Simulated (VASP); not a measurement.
Set up this calculation in VASP 6.6.1, as the native input.

```yaml
Task: single point
Functional: PBE
Potentials_or_basis: VASP PAW PBE potentials, release 64 (K_sv, Nd_3, Sb), 4f in core
Cutoff: 500 eV
k_mesh: 6 × 6 × 4
Occupations: gaussian, width 0.01 eV
Spin: no spin polarisation
Dipole_correction: no
Further_INCAR_settings: ALGO = Normal; EDIFF = 1e-06; NBANDS = 32
```

The structure of KNd2Sb3 lies in POSCAR:

```
KNd2Sb3
1.0
    4.8596848706      0.0000000000      0.0000000000
   -2.4298424353      4.2086105523      0.0000000000
    0.0000000000      0.0000000000     11.0673200790
K Nd Sb
1 2 3
Direct
    0.6666666667      0.3333333333      0.0000000000
    0.3333333333      0.6666666667      0.3320753755
    0.3333333333      0.6666666667      0.6679246245
    0.0000000000      0.0000000000      0.5000000000
    0.0000000000      0.0000000000      0.7905674118
    0.0000000000      0.0000000000      0.2094325882
```

The input as run:

INCAR

```
ALGO = Normal
EDIFF = 1E-6
ENCUT = 500
GGA = PE
GGA_COMPAT = False
ISIF = 2
ISMEAR = 0
LASPH = True
LCHARG = False
LMAXMIX = 6
LREAL = False
LWAVE = False
NBANDS = 32
NELM = 200
PREC = Accurate
SIGMA = 0.01
```

KPOINTS

```
k-points
0
Gamma
  6 6 4
```

Potentials or basis: VASP PAW PBE potentials, release 64 (K_sv, Nd_3, Sb), 4f in core.

Run with:

```bash
$ cat potpaw_PBE.64/K_sv/POTCAR potpaw_PBE.64/Nd_3/POTCAR potpaw_PBE.64/Sb/POTCAR > POTCAR
$ mpirun -np 1 vasp_std > vasp.out
```

It gave:

| Quantity | Value |
| --- | --- |
| Pressure | 0.2 GPa |
| Largest force | 0.025 eV/Å |
| Band gap on the k mesh | 0.79 eV (least direct gap 1.10 eV) |

Caveat: spin-orbit coupling is left out, which moves the levels of the heavy elements; the 4f electrons are frozen in the core, so they carry no moment and show no levels.

It took 110 s on 1 thread of Intel(R) Xeon(R) Platinum 8488C (Sapphire Rapids), with other jobs on the host, peak memory 0.4 GiB.
